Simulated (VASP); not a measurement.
# GaN (P6_3mc) in VASP: single point with r2SCAN

Aim: the single point of GaN with r2SCAN.

Everything below comes from runs of VASP 6.6.1. Logs are shortened: lines on timing, memory, paths and dates and some standing lists are left out, and cuts for length are marked.

**1. The cell of the first run**

Symmetry: P6_3mc, No. 186, hexagonal system. The conventional cell has a = 3.183 Å, b = 3.183 Å, c = 5.184 Å, α = 90.00°, β = 90.00°, γ = 120.00°. Within 2.6 Å of Ga (site symmetry 3m) lie 4 N at 1.95 Å. N (site symmetry 3m) has 4 Ga at 1.95 Å within 2.6 Å.

**2. Single point, r2SCAN**

The input, POSCAR:

```
GaN
1.0
    3.1831024591      0.0000000000      0.0000000000
   -1.5915512296      2.7566475925      0.0000000000
    0.0000000000      0.0000000000      5.1835786277
Ga N
2 2
Direct
    0.3333333333      0.6666666667     -0.0008903353
    0.6666666667      0.3333333333      0.4991096647
    0.3333333333      0.6666666667      0.3758903353
    0.6666666667      0.3333333333      0.8758903353
```

The input, INCAR.step1:

```
SYSTEM = GaN
ALGO = Normal
EDIFF = 1E-5
ENCUT = 910
GGA = PE
GGA_COMPAT = .FALSE.
ISMEAR = -1
LASPH = .TRUE.
LCHARG = .FALSE.
LREAL = .FALSE.
LWAVE = .TRUE.
NBANDS = 26
NELM = 120
PREC = Accurate
SIGMA = 0.1
```

The input, INCAR.step2:

```
SYSTEM = GaN
ALGO = Normal
EDIFF = 1E-6
ENCUT = 910
GGA_COMPAT = .FALSE.
ISIF = 2
ISMEAR = -1
ISTART = 1
LASPH = .TRUE.
LCHARG = .FALSE.
LMIXTAU = .TRUE.
LREAL = .FALSE.
LWAVE = .FALSE.
METAGGA = R2SCAN
NBANDS = 26
NELM = 120
PREC = Accurate
SIGMA = 0.1
```

The input, KPOINTS:

```
k-points
0
G
  10 10 6
  0 0 0
```

Potentials or basis: VASP PAW PBE potentials, release 64 (Ga_d, N_h).

Launch:

```
> cat potpaw_PBE.64/Ga_d/POTCAR potpaw_PBE.64/N_h/POTCAR > POTCAR
> cp INCAR.step1 INCAR
> mpirun -np 1 vasp_std > vasp.out
> cp INCAR.step2 INCAR
> mpirun -np 1 vasp_std > vasp.out
```

OUTCAR:

```text
SYSTEM = GaN
   EDIFF = 1E-6
   ENCUT = 910
   ISIF = 2
   ISMEAR = -1
   ISTART = 1
   LASPH = .TRUE.
   LREAL = .FALSE.
   METAGGA = R2SCAN
   NELM = 120
   PREC = Accurate

 ion  position               nearest neighbor table
   1  0.333  0.667  0.999-   4 1.95   4 1.95   4 1.95   3 1.95
   2  0.667  0.333  0.499-   3 1.95   3 1.95   3 1.95   4 1.95
   3  0.333  0.667  0.376-   2 1.95   2 1.95   2 1.95   1 1.95
   4  0.667  0.333  0.876-   1 1.95   1 1.95   1 1.95   2 1.95

  LATTYP: Found a hexagonal cell.
 ALAT       =     3.1831024591
 C/A-ratio  =     1.6284674133

  Lattice vectors:

 A1 = (   3.1831024591,   0.0000000000,   0.0000000000)
 A2 = (  -1.5915512296,   2.7566475925,   0.0000000000)
 A3 = (   0.0000000000,   0.0000000000,   5.1835786277)

Analysis of symmetry for initial positions (statically):
=====================================================================
 Subroutine PRICEL returns:
 Original cell was already a primitive cell.

 Routine SETGRP: Setting up the symmetry group for a
 hexagonal supercell.

 Subroutine GETGRP returns: Found 12 space group operations
 (whereof  6 operations were pure point group operations)
 out of a pool of 24 trial point group operations.

The static configuration has the point symmetry C_3v.
 The point group associated with its full space group is C_6v.

Analysis of symmetry for dynamics (positions and initial velocities):
=====================================================================
 Subroutine PRICEL returns:
 Original cell was already a primitive cell.

 Routine SETGRP: Setting up the symmetry group for a
 hexagonal supercell.

 Subroutine GETGRP returns: Found 12 space group operations
 (whereof  6 operations were pure point group operations)
 out of a pool of 24 trial point group operations.

The dynamic configuration has the point symmetry C_3v.
 The point group associated with its full space group is C_6v.

 Subroutine INISYM returns: Found 12 space group operations
 (whereof  6 operations are pure point group operations),
 and found     1 'primitive' translations

----------------------------------------------------------------------------------------

                                     Primitive cell

  volume of cell :      45.4843

  direct lattice vectors                    reciprocal lattice vectors
     3.183102459  0.000000000  0.000000000     0.314158910  0.181379731  0.000000000
    -1.591551230  2.756647592  0.000000000     0.000000000  0.362759463  0.000000000
     0.000000000  0.000000000  5.183578628     0.000000000  0.000000000  0.192916915

  length of vectors
[... 84 lines left out ...]
   ENCUT  =  910.0 eV  66.88 Ry    8.18 a.u.   7.83  7.83 12.75*2*pi/ulx,y,z
   NELM   =    120;   NELMIN=  2; NELMDL=  0     # of ELM steps
   EDIFF  = 0.1E-05   stopping-criterion for ELM
   LREAL  =      F    real-space projection
   EDIFFG = 0.1E-04   stopping-criterion for IOM
   NSW    =      0    number of steps for IOM
   IBRION =     -1    ionic relax: 0-MD 1-quasi-New 2-CG
   NFREE  =      0    steps in history (QN), initial steepest desc. (CG)
   ISIF   =      2    stress and relaxation
   ISYM   =      2    0-nonsym 1-usesym 2-fastsym
   POTIM  = 0.5000    time-step for ionic-motion
   TEBEG  =    0.0;   TEEND  =   0.0 temperature during run
   PSTRESS=    0.0 pullay stress
   NELECT =      36.0000    total number of electrons
   NUPDOWN=      -1.0000    fix difference up-down
   EMIN   =  10.00;   EMAX   =-10.00  energy-range for DOS
   EFERMI =   0.00;   METHOD = LEGACY
   ISMEAR =    -1;   SIGMA  =   0.10  broadening in eV -4-tet -1-fermi 0-gaus
   EFERMI_NEDOS =   21; number of points for ismear=-14 and -15
   IALGO  =     38    algorithm
   IMIX   =      4    mixing-type and parameters
     AMIX     =   0.40;   BMIX     =  1.00
     AMIX_MAG =   1.60;   BMIX_MAG =  1.00
  volume/ion in A,a.u.               =      11.37        76.74
  Fermi-wavevector in a.u.,A,eV,Ry     =   1.514334  2.861677 31.201002  2.293209
  Thomas-Fermi vector in A             =   2.624006
   LORBIT       =      0    0 simple, 1 ext, 2 COOP (PROOUT), +10 PAW based schemes
   METAGGA = R2SCAN    functional components
   LHFCALC =     F    Hartree Fock is set to
   AEXX    =    0.0000 exact exchange contribution
   IVDW    =     0    specifies the selected vdW correction
   LEPSILON=     F    determine dielectric tensor
   LRPA    =     F    only Hartree local field effects (RPA)
 non-spin polarized calculation
  energy-cutoff  :      910.00
  volume of cell :       45.48
 maximum number of plane-waves:      2858
 NGX is ok and might be reduce to    32
   NGX = 15   NGY = 15   NGZ = 25

 number of electron      36.0000001 magnetization

 Free energy of the ion-electron system (eV)
  ---------------------------------------------------
  ext. energy  EPLUGINS =         0.00000000
  ---------------------------------------------------
  free energy    TOTEN  =       -43.81958553 eV

  energy without entropy =      -43.81958527  energy(sigma->0) =      -43.81958540

 E-fermi :   6.6962     XC(G=0): -12.6564

 val. band max:        5.3993621414   @ k =   0.0000   0.0000   0.0000
 cond. band min:       7.7406973077   @ k =   0.0000   0.0000   0.0000
 fundamental gap:      2.3413351663
 Fermi energy:         6.6961997343

 k-point     1 :       0.0000    0.0000    0.0000
  band No.  band energies     occupation
      1     -11.4160      2.00000
      2     -10.4095      2.00000
      3      -8.4296      2.00000
      4      -8.4138      2.00000
      5      -8.4138      2.00000
      6      -8.3453      2.00000
[... 685 lines left out ...]
     25      18.1922      0.00000
     26      19.6751      0.00000

 [... further k-points ...]
[... 5 lines left out ...]
  --------------------------------------------------------------------------------------
  -------------------------------------------------------------------------------------
  Total        0.2846392      0.2846392      0.2634670     -0.0000000      0.0000000      0.0000000
  in kB       10.0263686     10.0263686      9.2805820     -0.0000000      0.0000000      0.0000000
  external PRESSURE =       9.7777731 kB  Pullay stress =       0.0000000 kB

 VOLUME and BASIS-vectors are now :
 -----------------------------------------------------------------------------
  energy-cutoff  :      910.00
  volume of cell :       45.48
      direct lattice vectors                 reciprocal lattice vectors
     3.183102459  0.000000000  0.000000000     0.314158910  0.181379731  0.000000000
    -1.591551230  2.756647592  0.000000000     0.000000000  0.362759463  0.000000000
     0.000000000  0.000000000  5.183578628     0.000000000  0.000000000  0.192916915

 POSITION                                       TOTAL-FORCE (eV/Angst)
 -----------------------------------------------------------------------------------
     -0.00000      1.83777      5.17896         0.000000     -0.000000      0.000144
      1.59155      0.91888      2.58717         0.000000      0.000000      0.000144
     -0.00000      1.83777      1.94846        -0.000000     -0.000000     -0.000144
      1.59155      0.91888      4.54025         0.000000      0.000000     -0.000144
 -----------------------------------------------------------------------------------
    total drift:                               -0.000000      0.000000     -0.002155

  FREE ENERGIE OF THE ION-ELECTRON SYSTEM (eV)
  ---------------------------------------------------
  free  energy   TOTEN  =       -43.8195855323 eV

  energy  without entropy=      -43.8195852707  energy(sigma->0) =      -43.81958540
```

Run time: 3.8 min. Hardware: 1 thread of Intel Xeon 6975P-C (Granite Rapids), shared host; peak memory 0.31 GiB.

What came out:

- Free energy: -43.8196 eV
- Pressure: 1.0 GPa
- Band gap on the k mesh: 2.34 eV

Caveat: the cutoff is under 1.25 times the usual one of these potentials, so pressure, stress and relaxed cells hold a basis-set (Pulay) error; the PAW data sets were made with another functional, which shifts forces and pressure a little.
